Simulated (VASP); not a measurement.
Ge, 1 atom in the cell. It takes space group I4/mmm (No. 139, tetragonal). The conventional cell has a = 3.217 Å, b = 3.217 Å, c = 3.746 Å, α = 90.00°, β = 90.00°, γ = 90.00°. Within 3.9 Å of Ge (site symmetry 4/mmm) lie 14 Ge at 2.95 to 3.75 Å. 

```yaml
Program: VASP 6.6.1
Task: elastic constants
Functional: LDA
Potentials_or_basis: VASP PAW LDA potentials, release 64 (Ge_d)
Cutoff: 600 eV
k_mesh: 9 × 9 × 9
Occupations: fermi-dirac, width 0.05 eV
Spin: no spin polarisation
Dipole_correction: no
Ions_in_elastic_constants: relaxed
Further_INCAR_settings: ALGO = Normal; EDIFF = 1e-08; IBRION = 6; POTIM = 0.015; NSW = 1; ISIF = 3
```

Potentials or basis: VASP PAW LDA potentials, release 64 (Ge_d).

Launch:

```sh
$ cat potpaw_LDA.64/Ge_d/POTCAR > POTCAR
$ mpirun -np 1 vasp_std > vasp.out
```

Hardware: 1 thread of Intel(R) Xeon(R) Platinum 8488C (Sapphire Rapids), on a shared host.

How long does it take, and how much memory?

It took 2.2 min on 1 thread of Intel(R) Xeon(R) Platinum 8488C (Sapphire Rapids), with other jobs on the host, peak memory 0.22 GiB. Counts: scf iterations 149, k points 75.
